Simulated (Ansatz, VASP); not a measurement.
# Cr: VASP beside Ansatz

```
CELL_PARAMETERS angstrom
-2.85439 2.85496 1.19588
2.85496 -2.85439 1.19588
1.74460 1.74460 -1.19484
ATOMIC_POSITIONS crystal
Cr 0.00002 0.99998 0.00000
Cr 0.74998 0.25002 0.50000
```

Alike in both runs: task single point; functional LDA; k mesh 17 × 17 × 15; occupations fermi-dirac, width 0.1 eV; no spin polarisation.

```csv
,VASP,Ansatz
version,VASP 6.6.1,Ansatz 0.2.0
potentials or method,"VASP PAW LDA potentials, release 64 (Cr_pv), cutoff 520 eV","plane waves (420 eV) with PAW, scalar-relativistic"
valence electrons in the cell,24,28
```

|  | VASP | Ansatz | Ansatz less VASP |
| --- | --- | --- | --- |
| pressure (GPa) | -18.6 | -18.6 | +0.03 |
| traceless stress, the component that is largest in VASP (GPa) | 0.34 | 0.27 | -0.062 |

Ansatz warns that its potentials were made for another functional, while VASP's fit it. LDA's correlation is that of Perdew and Zunger in VASP and of Perdew and Wang (1992) in Ansatz. VASP's potentials hold 24 valence electrons a cell and Ansatz's 28, so a difference there can come from the potentials and not from the codes.
